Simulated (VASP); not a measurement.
Here is a VASP 6.6.1 calculation.

INCAR

```
SYSTEM = FeO
PREC = Accurate
ENCUT = 520
EDIFF = 1E-7
ISMEAR = 0
SIGMA = 0.02
LREAL = .FALSE.
LASPH = .TRUE.
NELM = 150
ALGO = Normal
ISIF = 2
LWAVE = .FALSE.
LCHARG = .TRUE.
ISPIN = 2
MAGMOM = 3.9 0.17
LORBIT = 11
LMAXMIX = 4
LDAU = .TRUE.
LDAUTYPE = 2
LDAUL = 2 -1
LDAUU = 5.3 0
LDAUJ = 0 0
LDAUPRINT = 1
GGA = PE
LELF = .TRUE.
LVHAR = .TRUE.
NBANDS = 18
```

KPOINTS

```
Automatic mesh
0
G
  12 12 12
  0 0 0
```

The input POSCAR:

```
FeO
1.0
    1.5844222963      0.9147666393      2.4830575933
   -1.5844222963      0.9147666393      2.4830575933
    0.0000000000     -1.8295332785      2.4830575934
Fe O
1 1
Direct
    0.0000000000      0.0000000000      0.0000000000
    0.5000000000      0.5000000000      0.5000000000
```

Potentials or basis: VASP PAW PBE potentials, release 64 (Fe, O).

Command:

```bash
$ cat potpaw_PBE.64/Fe/POTCAR potpaw_PBE.64/O/POTCAR > POTCAR
$ mpirun -np 1 vasp_std > vasp.out
```

(1) Predict the site moments.

(2) What does it give for the band gap on the k mesh?

(3) Predict the net moment.

(4) Estimate the pressure.

Results:

(1) Fe +3.85; O +0.16 μB.

(2) zero (filled and empty bands overlap).

(3) 4.00 μB per cell.

(4) -9.4 GPa.

Caveat: a cell with one magnetic atom can't hold antiferromagnetic order, which such compounds often take.
